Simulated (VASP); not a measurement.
Runs of VASP 6.6.1 on CsI. The structure is that of space group Pm-3m (No. 221), or close to it. The cells are those of the table. 

| level | potentials or basis | cell | gap on the mesh (eV) | pressure (GPa) |
| --- | --- | --- | --- | --- |
| PBE | VASP PAW PBE potentials, release 64 (Cs_sv, I) | a = 4.772 Å, 2 atoms | 3.49 | -0.5 |
| PBE | VASP PAW PBE potentials, release 64 (Cs_sv, I) | a = 4.582 Å, 2 atoms | (b) | 0.7 |
| PBE | VASP PAW PBE potentials, release 64 (Cs_sv, I) | a = 4.588 Å, 2 atoms | (c) | 0.6 |
| LDA | VASP PAW LDA potentials, release 64 (Cs_sv, I) | a = 4.665 Å, 2 atoms | (d) | -1.9 |
| PBE | VASP PAW PBE potentials, release 64 (Cs_sv, I) | a = 4.696 Å, 2 atoms | 3.62 | -0.2 |
| PBE | VASP PAW PBE potentials, release 64 (Cs_sv, I) | a = 4.727 Å, 2 atoms | 3.57 | -0.3 |
| PBE | VASP PAW PBE potentials, release 64 (Cs_sv, I) | a = 4.816 Å, 2 atoms | (a) | -0.7 |

Alike in all rows: task single point; no spin polarisation; k mesh 8 × 8 × 8; cutoff (eV) 500; smearing gaussian 0.05 eV.

Task: Estimate the missing entries.

Result: (a) 3.42; (b) 3.84; (c) 3.83; (d) 3.34.

Caveats: spin-orbit coupling is left out, which moves the levels of the heavy elements.

A k mesh can miss the band edges, and the runs leave out spin-orbit coupling on Cs, I.
